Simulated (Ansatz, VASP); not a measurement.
**Na: VASP beside Ansatz**

The input INCAR:

```
SYSTEM = Na
PREC = Accurate
ENCUT = 600
EDIFF = 1E-7
ISMEAR = 0
SIGMA = 0.1
LREAL = .False.
LASPH = .True.
NELM = 60
ALGO = Normal
ISIF = 3
LWAVE = .False.
LCHARG = .False.
GGA = PE
IVDW = 12
IBRION = 2
NSW = 100
EDIFFG = -0.005
```

The input KPOINTS:

```
regular mesh
0
Gamma
  16 16 16
  0 0 0
```

File POSCAR:

```
Na
1.0
   -1.8216234556      1.8216234556      2.5569495567
    1.8216234556     -1.8216234556      2.5569495567
    1.8216234556      1.8216234556     -2.5569495567
Na
1
Direct
    0.0000000000      0.0000000000      0.0000000000
```

Input for Ansatz:

```yaml
crystal:
  lattice:
    - [-1.8216234556, 1.8216234556, 2.5569495567]
    - [1.8216234556, -1.8216234556, 2.5569495567]
    - [1.8216234556, 1.8216234556, -2.5569495567]
  atoms:
    - { symbol: Na, position: [0.0, 0.0, 0.0] }
basis:
  ecutwfc: 420
kpoints:
  mp_grid: { grid: [16, 16, 16] }
hamiltonian:
  xc: pbe
  dispersion: d3bj
scf:
  occupations: { method: gaussian, width: 0.1 }
output:
  forces: true
  stress: true
  eigenvalues: true
relax:
  adjacent_minimum: "off"
  f_tol: 0.005
  max_steps: 80
  cell: { stress_tol: 0.05 }
```

Alike in both runs: task relaxation of cell and atoms; functional PBE; dispersion D3(BJ); k mesh 16 × 16 × 16; occupations gaussian, width 0.1 eV; no spin polarisation.

|  | VASP | Ansatz |
| --- | --- | --- |
| version | VASP 6.6.1 | Ansatz 0.2.0 |
| potentials or method | VASP PAW PBE potentials, release 64 (Na_pv), cutoff 600 eV | scalar-relativistic, plane waves, PAW |
| valence electrons in the cell | 7 | 9 |

|  | VASP | Ansatz | Ansatz less VASP |
| --- | --- | --- | --- |
| gap on the k mesh at the Fermi level, each at its own relaxed structure (eV) | none | none | - |
| relaxed volume (Å³/atom) | 33.94 | 33.94 | 0.000 |
| relaxed cell length with the largest relative difference (Å) | 3.630 | 3.630 | 0.0000 |

A gap of «none» marks a metal or a gap that the smearing closes. VASP's potentials hold 7 valence electrons a cell and Ansatz's 9, so a difference there can come from the potentials and not from the codes.

Noted on VASP's run: the relaxation stopped at its first step, so nothing moved.
